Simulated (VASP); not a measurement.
# HfN (P6_3/mmc) in VASP: a series of runs

Runs on HfN. Level: PBEsol. Tasks: single point.

Everything below comes from runs of VASP 6.6.1. Logs are shortened: lines on timing, memory, paths and dates and some standing lists are left out, and cuts for length are marked.

### Step 1. The cell of the first run

It takes space group P6_3/mmc (No. 194, hexagonal). Conventional cell: a = 3.128 Å, b = 3.128 Å, c = 5.391 Å, α = 90.00°, β = 90.00°, γ = 120.00°. Hf (site symmetry -6m2) has 6 N at 2.25 Å within 3.0 Å. N (site symmetry -3m) has 6 Hf at 2.25 Å and 2 N at 2.70 Å within 3.0 Å.

### Step 2. Single point, PBEsol

The input, INCAR:

```
SYSTEM = HfN
PREC = Accurate
ENCUT = 520
EDIFF = 1E-6
ISMEAR = 0
SIGMA = 0.1
LREAL = .False.
LASPH = .True.
NELM = 80
ALGO = Normal
ISIF = 2
LWAVE = .False.
LCHARG = .True.
GGA = PS
LELF = .True.
LVHAR = .True.
NBANDS = 23
```

The input, KPOINTS:

```
regular mesh
0
Gamma
  18 18 10
  0 0 0
```

The input, POSCAR:

```
HfN
1.0
    3.1277072835      0.0000000000      0.0000000000
   -1.5638536418      2.7086739631      0.0000000000
    0.0000000000      0.0000000000      5.3909358951
Hf N
2 2
Direct
    0.6666666667      0.3333333333      0.7500000000
    0.3333333333      0.6666666667      0.2500000000
    0.0000000000      0.0000000000      0.0000000000
    0.0000000000      0.0000000000      0.5000000000
```

Potentials or basis: VASP PAW PBE potentials, release 64 (Hf_pv, N).

On the command line:

```sh
$ cat potpaw_PBE.64/Hf_pv/POTCAR potpaw_PBE.64/N/POTCAR > POTCAR
$ mpirun -np 1 vasp_std > vasp.out
```

OUTCAR:

```text
SYSTEM = HfN
   PREC = Accurate
   ENCUT = 520
   EDIFF = 1E-6
   ISMEAR = 0
   LREAL = .False.
   LASPH = .True.
   NELM = 80
   ISIF = 2
   GGA = PS

 ion  position               nearest neighbor table
   1  0.667  0.333  0.750-   3 2.25   4 2.25   3 2.25   4 2.25   3 2.25   4 2.25   2 3.24   2 3.24
                             2 3.24   2 3.24   2 3.24   2 3.24
   2  0.333  0.667  0.250-   3 2.25   4 2.25   3 2.25   4 2.25   3 2.25   4 2.25   1 3.24   1 3.24
                             1 3.24   1 3.24   1 3.24   1 3.24
   3  0.000  0.000  0.000-   1 2.25   2 2.25   1 2.25   2 2.25   1 2.25   2 2.25
   4  0.000  0.000  0.500-   1 2.25   2 2.25   1 2.25   2 2.25   1 2.25   2 2.25

  LATTYP: Found a hexagonal cell.
 ALAT       =     3.1277072835
 C/A-ratio  =     1.7236062734

  Lattice vectors:

 A1 = (   3.1277072835,   0.0000000000,   0.0000000000)
 A2 = (  -1.5638536418,   2.7086739631,   0.0000000000)
 A3 = (   0.0000000000,   0.0000000000,   5.3909358951)

Analysis of symmetry for initial positions (statically):
=====================================================================
 Subroutine PRICEL returns:
 Original cell was already a primitive cell.

 Routine SETGRP: Setting up the symmetry group for a
 hexagonal supercell.

 Subroutine GETGRP returns: Found 24 space group operations
 (whereof 12 operations were pure point group operations)
 out of a pool of 24 trial point group operations.

The static configuration has the point symmetry D_3d.
 The point group associated with its full space group is D_6h.

Analysis of symmetry for dynamics (positions and initial velocities):
=====================================================================
 Subroutine PRICEL returns:
 Original cell was already a primitive cell.

 Routine SETGRP: Setting up the symmetry group for a
 hexagonal supercell.

 Subroutine GETGRP returns: Found 24 space group operations
 (whereof 12 operations were pure point group operations)
 out of a pool of 24 trial point group operations.

The dynamic configuration has the point symmetry D_3d.
 The point group associated with its full space group is D_6h.

 Subroutine INISYM returns: Found 24 space group operations
 (whereof 12 operations are pure point group operations),
 and found     1 'primitive' translations

----------------------------------------------------------------------------------------

                                     Primitive cell

  volume of cell :      45.6717

  direct lattice vectors                    reciprocal lattice vectors
     3.127707283  0.000000000  0.000000000     0.319723014  0.184592168  0.000000000
    -1.563853642  2.708673963  0.000000000     0.000000000  0.369184337  0.000000000
     0.000000000  0.000000000  5.390935895     0.000000000  0.000000000  0.185496548

  length of vectors
     3.127707283  3.127707284  5.390935895     0.369184337  0.369184337  0.185496548

  position of ions in fractional coordinates (direct lattice)
     0.666666667  0.333333333  0.750000000
     0.333333333  0.666666667  0.250000000
     0.000000000  0.000000000  0.000000000
     0.000000000  0.000000000  0.500000000

  ion indices of the primitive-cell ions
   primitive index   ion index
                 1           1
                 2           2
                 3           3
                 4           4

----------------------------------------------------------------------------------------

 KPOINTS: regular mesh

Automatic generation of k-mesh.
 Grid dimensions read from file:
 generate k-points for:   18   18   10

 Generating k-lattice:

  Cartesian coordinates                     Fractional coordinates (reciprocal lattice)
     0.017762390  0.010255120  0.000000000     0.055555556  0.000000000  0.000000000
     0.000000000  0.020510241  0.000000000     0.000000000  0.055555556  0.000000000
     0.000000000  0.000000000  0.018549655     0.000000000  0.000000000  0.100000000

  Length of vectors
     0.020510241  0.020510241  0.018549655

  Shift w.r.t. Gamma in fractional coordinates (k-lattice)
     0.000000000  0.000000000  0.000000000

 Subroutine IBZKPT returns following result:
 ===========================================

 Found    222 irreducible k-points:

 Following reciprocal coordinates:
            Coordinates               Weight
  0.000000  0.000000  0.000000      1.000000
  0.055556  0.000000  0.000000      6.000000
  0.111111  0.000000  0.000000      6.000000
  0.166667  0.000000  0.000000      6.000000
  0.222222  0.000000  0.000000      6.000000
  0.277778  0.000000  0.000000      6.000000
[... 16 lines left out ...]
  0.333333  0.111111  0.000000     12.000000
  0.388889  0.111111  0.000000     12.000000
 [... further k-points ...]
   k-points           NKPTS =    222   k-points in BZ     NKDIM =    222   number of bands    NBANDS=     23
   number of dos      NEDOS =    301   number of ions     NIONS =      4
   total plane-waves  NPLWV =  23040
   dimension x,y,z NGX =    24 NGY =   24 NGZ =   40
   dimension x,y,z NGXF=    48 NGYF=   48 NGZF=   80
   ions per type =               2   2
   NGX,Y,Z   is equivalent  to a cutoff of  12.76, 12.76, 12.34 a.u.
   NGXF,Y,Z  is equivalent  to a cutoff of  25.51, 25.51, 24.67 a.u.
 SYSTEM =  HfN
   PREC   = accura    normal or accurate (medium, high low for compatibility)
   ISTART =      0    job   : 0-new  1-cont  2-samecut
   ICHARG =      2    charge: 1-file 2-atom 10-const
   ISPIN  =      1    spin polarized calculation?
   LNONCOLLINEAR =      F non collinear calculations
   LSORBIT =      F    spin-orbit coupling
   LASPH  =      T    aspherical Exc in radial PAW
   ENCUT  =  520.0 eV  38.22 Ry    6.18 a.u.   5.82  5.82 10.02*2*pi/ulx,y,z
   NELM   =     80;   NELMIN=  2; NELMDL= -5     # of ELM steps
   EDIFF  = 0.1E-05   stopping-criterion for ELM
   LREAL  =      F    real-space projection
   EDIFFG = 0.1E-04   stopping-criterion for IOM
   NSW    =      0    number of steps for IOM
   IBRION =     -1    ionic relax: 0-MD 1-quasi-New 2-CG
   NFREE  =      0    steps in history (QN), initial steepest desc. (CG)
   ISIF   =      2    stress and relaxation
   ISYM   =      2    0-nonsym 1-usesym 2-fastsym
   POTIM  = 0.5000    time-step for ionic-motion
   TEBEG  =    0.0;   TEEND  =   0.0 temperature during run
   PSTRESS=    0.0 pullay stress
   NELECT =      30.0000    total number of electrons
   NUPDOWN=      -1.0000    fix difference up-down
   EMIN   =  10.00;   EMAX   =-10.00  energy-range for DOS
   EFERMI =   0.00;   METHOD = LEGACY
   ISMEAR =     0;   SIGMA  =   0.10  broadening in eV -4-tet -1-fermi 0-gaus
   EFERMI_NEDOS =   21; number of points for ismear=-14 and -15
   IALGO  =     38    algorithm
   IMIX   =      4    mixing-type and parameters
     AMIX     =   0.40;   BMIX     =  1.00
     AMIX_MAG =   1.60;   BMIX_MAG =  1.00
  volume/ion in A,a.u.               =      11.42        77.05
  Fermi-wavevector in a.u.,A,eV,Ry     =   1.423092  2.689254 27.554386  2.025190
  Thomas-Fermi vector in A             =   2.543726
   LORBIT       =      0    0 simple, 1 ext, 2 COOP (PROOUT), +10 PAW based schemes
   GGA     = PS    functional components
   LHFCALC =     F    Hartree Fock is set to
   AEXX    =    0.0000 exact exchange contribution
   IVDW    =     0    specifies the selected vdW correction
   LEPSILON=     F    determine dielectric tensor
   LRPA    =     F    only Hartree local field effects (RPA)
 non-spin polarized calculation
 Gauss-broadening in eV      SIGMA  =   0.10
  energy-cutoff  :      520.00
  volume of cell :       45.67
 maximum number of plane-waves:      1251
 NGX is ok and might be reduce to    24
   NGX = 11   NGY = 11   NGZ = 21

 number of electron      29.9999999 magnetization

 Free energy of the ion-electron system (eV)
  ---------------------------------------------------
  ext. energy  EPLUGINS =         0.00000000
  ---------------------------------------------------
  free energy    TOTEN  =       -45.87083599 eV

  energy without entropy =      -45.86754363  energy(sigma->0) =      -45.86918981

 E-fermi :   7.8426     XC(G=0): -12.9492

 val. band max:        7.8339227715   @ k =   0.0556   0.0556   0.1000
 cond. band min:       7.8455965834   @ k =   0.1667   0.0000   0.4000
 fundamental gap:      0.0116738119
 Fermi energy:         7.8426280714

 k-point     1 :       0.0000    0.0000    0.0000
  band No.  band energies     occupation
      1     -23.8032      2.00000
      2     -22.8975      2.00000
      3     -22.7996      2.00000
      4     -22.7996      2.00000
      5     -22.7352      2.00000
      6     -22.7352      2.00000
[... 15 lines left out ...]
     22      13.5670      0.00000
     23      13.5670      0.00000

 k-point     2 :       0.0556    0.0000    0.0000
  band No.  band energies     occupation
      1     -23.7916      2.00000
      2     -22.8985      2.00000
      3     -22.8274      2.00000
      4     -22.8086      2.00000
      5     -22.7627      2.00000
      6     -22.7374      2.00000
[... 15 lines left out ...]
     22      13.4426      0.00000
     23      13.5529      0.00000

 k-point     3 :       0.1111    0.0000    0.0000
  band No.  band energies     occupation
      1     -23.7576      2.00000
      2     -22.9090      2.00000
      3     -22.9020      2.00000
      4     -22.8392      2.00000
      5     -22.8332      2.00000
      6     -22.7455      2.00000
[... 15 lines left out ...]
     22      13.1180      0.00000
     23      13.5191      0.00000
[... 495 lines left out ...]
 k-point    23 :       0.3333    0.1111    0.0000
  band No.  band energies     occupation
      1     -23.5978      2.00000
      2     -23.4156      2.00000
      3     -23.3686      2.00000
      4     -23.0647      2.00000
      5     -23.0017      2.00000
      6     -22.9071      2.00000
[... 15 lines left out ...]
     22      14.2217      0.00000
     23      14.7141      0.00000

 k-point    24 :       0.3889    0.1111    0.0000
  band No.  band energies     occupation
      1     -23.6659      2.00000
      2     -23.4636      2.00000
      3     -23.3068      2.00000
      4     -23.0932      2.00000
      5     -23.0333      2.00000
      6     -22.9224      2.00000
[... 15 lines left out ...]
     22      14.2496      0.00000
     23      15.1577      0.00000

 [... further k-points ...]

------------------------ aborting loop because EDIFF is reached ----------------------------------------

  FORCE on cell =-STRESS in cart. coord.  units (eV):
  Direction    XX          YY          ZZ          XY          YZ          ZX
  --------------------------------------------------------------------------------------
  -------------------------------------------------------------------------------------
  Total       -0.6326682     -0.6326682     -0.5374081      0.0000000      0.0000000     -0.0000000
  in kB      -22.1942053    -22.1942053    -18.8524494      0.0000000      0.0000000     -0.0000000
  external PRESSURE =     -21.0802867 kB  Pullay stress =       0.0000000 kB

 VOLUME and BASIS-vectors are now :
 -----------------------------------------------------------------------------
  energy-cutoff  :      520.00
  volume of cell :       45.67
      direct lattice vectors                 reciprocal lattice vectors
     3.127707283  0.000000000  0.000000000     0.319723014  0.184592168  0.000000000
    -1.563853642  2.708673963  0.000000000     0.000000000  0.369184337  0.000000000
     0.000000000  0.000000000  5.390935895     0.000000000  0.000000000  0.185496548

 POSITION                                       TOTAL-FORCE (eV/Angst)
 -----------------------------------------------------------------------------------
      1.56385      0.90289      4.04320         0.000000      0.000000      0.000000
     -0.00000      1.80578      1.34773        -0.000000     -0.000000      0.000000
      0.00000      0.00000      0.00000         0.000000      0.000000      0.000000
      0.00000      0.00000      2.69547         0.000000      0.000000      0.000000
 -----------------------------------------------------------------------------------
    total drift:                               -0.000000      0.000000     -0.000000

  FREE ENERGIE OF THE ION-ELECTRON SYSTEM (eV)
  ---------------------------------------------------
  free  energy   TOTEN  =       -45.8708359940 eV

  energy  without entropy=      -45.8675436284  energy(sigma->0) =      -45.86918981
```

Wall time 90 s (1 thread of AMD EPYC 9R45 (Zen 5), shared host); peak memory 0.28 GiB.

Results:

- Free energy: -45.8708 eV
- Pressure: -2.1 GPa
- Band gap on the k mesh: zero (bands 15 and 16 overlap by 2.35 eV)

Stress tensor (GPa, compression positive):
```
-2.22  0.00  0.00
 0.00 -2.22  0.00
 0.00  0.00 -1.89
```

Levels at points of the mesh, in eV from the Fermi level:
| k point | band 13 | band 14 | band 15 | band 16 | band 17 | band 18 |
| --- | --- | --- | --- | --- | --- | --- |
| (0.00, 0.00, 0.00) | -3.61 | -1.69 | -0.62 | 0.71 | 0.71 | 1.09 |
| (0.50, 0.00, 0.00) | -3.26 | -2.84 | -2.39 | 2.50 | 2.77 | 4.47 |
| (0.00, 0.00, 0.50) | -4.43 | -4.43 | 1.89 | 1.89 | 2.94 | 2.94 |
| (0.50, 0.00, 0.50) | -4.50 | -4.50 | -0.27 | -0.27 | 4.77 | 4.77 |

Caveat: the PAW data sets were made with another functional, which shifts forces and pressure a little; spin-orbit coupling is left out, which moves the levels of the heavy elements.

### Step 3. Single point, PBEsol (uniaxial strain along c: +2.0 %, then relaxed in part)

The input, INCAR:

```
SYSTEM = HfN
PREC = Accurate
ENCUT = 520
EDIFF = 1E-6
ISMEAR = 0
SIGMA = 0.1
LREAL = .FALSE.
LASPH = .TRUE.
NELM = 80
ALGO = Normal
ISIF = 2
LWAVE = .FALSE.
LCHARG = .FALSE.
GGA = PS
NBANDS = 23
```

The input, KPOINTS:

```
regular mesh
0
G
  18 18 10
  0 0 0
```

The input, POSCAR:

```
HfN
1.0
    3.1153747821      0.0000000000      0.0000000000
   -1.5576873911      2.6979937036      0.0000000000
    0.0000000000      0.0000000000      5.4987546130
Hf N
2 2
Direct
    0.6666666690      0.3333333310      0.7500000000
    0.3333333310      0.6666666690      0.2500000000
    0.0000000000      0.0000000000      0.0000000000
    0.0000000000      0.0000000000      0.5000000000
```

Potentials or basis: VASP PAW PBE potentials, release 64 (Hf_pv, N).

On the command line:

```sh
$ cat potpaw_PBE.64/Hf_pv/POTCAR potpaw_PBE.64/N/POTCAR > POTCAR
$ mpirun -np 1 vasp_std > vasp.out
```

OUTCAR:

```text
SYSTEM = HfN
   PREC = Accurate
   ENCUT = 520
   EDIFF = 1E-6
   ISMEAR = 0
   LREAL = .FALSE.
   LASPH = .TRUE.
   NELM = 80
   ISIF = 2
   GGA = PS

 ion  position               nearest neighbor table
   1  0.667  0.333  0.750-   3 2.26   4 2.26   3 2.26   4 2.26   3 2.26   4 2.26   2 3.29   2 3.29
                             2 3.29   2 3.29   2 3.29   2 3.29
   2  0.333  0.667  0.250-   3 2.26   4 2.26   3 2.26   4 2.26   3 2.26   4 2.26   1 3.29   1 3.29
                             1 3.29   1 3.29   1 3.29   1 3.29
   3  0.000  0.000  0.000-   1 2.26   2 2.26   1 2.26   2 2.26   1 2.26   2 2.26
   4  0.000  0.000  0.500-   1 2.26   2 2.26   1 2.26   2 2.26   1 2.26   2 2.26

  LATTYP: Found a hexagonal cell.
 ALAT       =     3.1153747821
 C/A-ratio  =     1.7650379160

  Lattice vectors:

 A1 = (   3.1153747821,   0.0000000000,   0.0000000000)
 A2 = (  -1.5576873911,   2.6979937036,   0.0000000000)
 A3 = (   0.0000000000,   0.0000000000,   5.4987546130)

Analysis of symmetry for initial positions (statically):
=====================================================================
 Subroutine PRICEL returns:
 Original cell was already a primitive cell.

[... 177 lines left out ...]

 val. band max:        7.6704331468   @ k =   0.1667   0.0000   0.0000
 cond. band min:       7.6941489375   @ k =   0.1667   0.0000   0.4000
 fundamental gap:      0.0237157907
 Fermi energy:         7.6769694447

 k-point     1 :       0.0000    0.0000    0.0000
  band No.  band energies     occupation
      1     -23.8985      2.00000
      2     -23.0742      2.00000
      3     -22.9324      2.00000
      4     -22.9324      2.00000
      5     -22.8793      2.00000
      6     -22.8793      2.00000
[... 613 lines left out ...]
     22      14.1723      0.00000
     23      15.0343      0.00000

 [... further k-points ...]

------------------------ aborting loop because EDIFF is reached ----------------------------------------

  FORCE on cell =-STRESS in cart. coord.  units (eV):
  Direction    XX          YY          ZZ          XY          YZ          ZX
  --------------------------------------------------------------------------------------
  -------------------------------------------------------------------------------------
  Total       -0.5880272     -0.5880272     -3.4365429      0.0000000      0.0000000      0.0000000
  in kB      -20.3841426    -20.3841426   -119.1288052      0.0000000      0.0000000      0.0000000
  external PRESSURE =     -53.2990302 kB  Pullay stress =       0.0000000 kB

 VOLUME and BASIS-vectors are now :
 -----------------------------------------------------------------------------
  energy-cutoff  :      520.00
  volume of cell :       46.22
      direct lattice vectors                 reciprocal lattice vectors
     3.115374782  0.000000000  0.000000000     0.320988667  0.185322894  0.000000000
    -1.557687391  2.697993704  0.000000000     0.000000000  0.370645787  0.000000000
     0.000000000  0.000000000  5.498754613     0.000000000  0.000000000  0.181859361

 POSITION                                       TOTAL-FORCE (eV/Angst)
 -----------------------------------------------------------------------------------
      1.55769      0.89933      4.12407        -0.000000      0.000000      0.000000
     -0.00000      1.79866      1.37469         0.000000     -0.000000      0.000000
      0.00000      0.00000      0.00000         0.000000      0.000000      0.000000
      0.00000      0.00000      2.74938         0.000000      0.000000      0.000000
 -----------------------------------------------------------------------------------
    total drift:                               -0.000003      0.000002     -0.000000

  FREE ENERGIE OF THE ION-ELECTRON SYSTEM (eV)
  ---------------------------------------------------
  free  energy   TOTEN  =       -45.8364650647 eV

  energy  without entropy=      -45.8327378088  energy(sigma->0) =      -45.83460144
```

stdout:

```text
POSCAR found type information on POSCAR HfN
 POSCAR found :  2 types and       4 ions
 scaLAPACK will be used
 -----------------------------------------------------------------------------
|                                                                             |
|                                                                             |
|     You enforced a specific xc type in the INCAR file but a different       |
|     I HOPE YOU KNOW WHAT YOU ARE DOING!                                     |
|                                                                             |
 -----------------------------------------------------------------------------

 LDA part: xc-table for (Slater+PW92), standard interpolation
 POSCAR, INCAR and KPOINTS ok, starting setup
 FFT: planning ... GRIDC
 FFT: planning ... GRID_SOFT
 FFT: planning ... GRID
 WAVECAR not read
 entering main loop
```

It took 1.9 min on 1 thread of AMD EPYC 9R45 (Zen 5), shared host; peak memory 0.28 GiB.

What came out:

```
Free energy            : -45.8365 eV
Pressure               : -5.3 GPa
Band gap on the k mesh : zero (bands 15 and 16 overlap by 2.20 eV)
```

Stress tensor (GPa, compression positive):
```
 -2.04   0.00   0.00
  0.00  -2.04   0.00
  0.00   0.00 -11.91
```

Caveat: the cell differs from its parent crystal (uniaxial strain along c: +2.0 %, then relaxed in part); the stress differs along the axes, from -12 to -2 GPa; the PAW data sets were made with another functional, which shifts forces and pressure a little; spin-orbit coupling is left out, which moves the levels of the heavy elements.

The gap in the log of VASP goes by the Fermi energy; the results here count the filled bands.